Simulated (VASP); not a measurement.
InP: relaxation of cell and atoms with PBEsol

Crystal: InP.

```
In P
1.0
     0.00000    2.93050    2.93050
     2.93050    0.00000    2.93050
     2.93050    2.93050    0.00000
In P
1 1
Direct
  0.00000 0.00000 0.00000
  0.25000 0.25000 0.25000
```

- Program: VASP 6.6.1
- Task: relaxation of cell and atoms
- Functional: PBEsol
- Potentials or basis: VASP PAW PBE potentials, release 64 (In_d, P)
- Cutoff: 600 eV
- k mesh: 6 × 6 × 6
- Occupations: fermi-dirac, width 0.05 eV
- Spin: no spin polarisation
- Dipole correction: no
- Further INCAR settings: ALGO = Normal; EDIFF = 1e-06; IBRION = 2; EDIFFG = -0.01; NSW = 80; ISIF = 3

```json
{
 "Relaxed volume": "25.39 Å³/atom",
 "Relaxed cell": "a = 4.157 Å, b = 4.157 Å, c = 4.157 Å, α = 60.00°, β = 60.00°, γ = 60.00°",
 "Space group after relaxing (to 0.05 Å)": "F-43m (No. 216)",
 "Energy gained by relaxing": "0.4 meV/atom",
 "Ionic steps": "3",
 "Pressure after relaxing": "0.0 GPa",
 "Band gap on the k mesh": "0.56 eV, direct"
}
```

The path:
```tsv
step	energy change (eV)	largest force (eV/Å)	pressure (GPa)	volume (Å³)
1	0.0000	0.0000	0.61	50.33
2	-0.0006	0.0000	-0.31	51.04
3	-0.0009	0.0000	-0.01	50.79
```

Final structure:
```xyz
2
Lattice="0.0000 2.9393 2.9393 2.9393 0.0000 2.9393 2.9393 2.9393 0.0000" Properties=species:S:1:pos:R:3 pbc="T T T"
In    0.0000    0.0000    0.0000
P     1.4697    1.4697    1.4697
```

Levels at points of the mesh, in eV from the valence-band top:
| k point | band 7 | band 8 | band 9 | band 10 | band 11 | band 12 |
| --- | --- | --- | --- | --- | --- | --- |
| (0.00, 0.00, 0.00) | 0.00 | 0.00 | 0.00 | 0.56 | 4.01 | 4.01 |
| (0.50, 0.00, 0.00) | -5.76 | -0.97 | -0.97 | 1.38 | 4.73 | 4.73 |
| (0.50, 0.50, 0.00) | -5.78 | -2.32 | -2.32 | 1.64 | 2.16 | 9.04 |

It took 67 s on 1 thread of Intel Xeon 8259CL, on a shared host, peak memory 0.19 GiB.

Caveat: the PAW data sets were made with another functional, which shifts forces and pressure a little; spin-orbit coupling is left out, which moves the levels of the heavy elements. As with any semilocal functional, this PBEsol gap is likely too small.
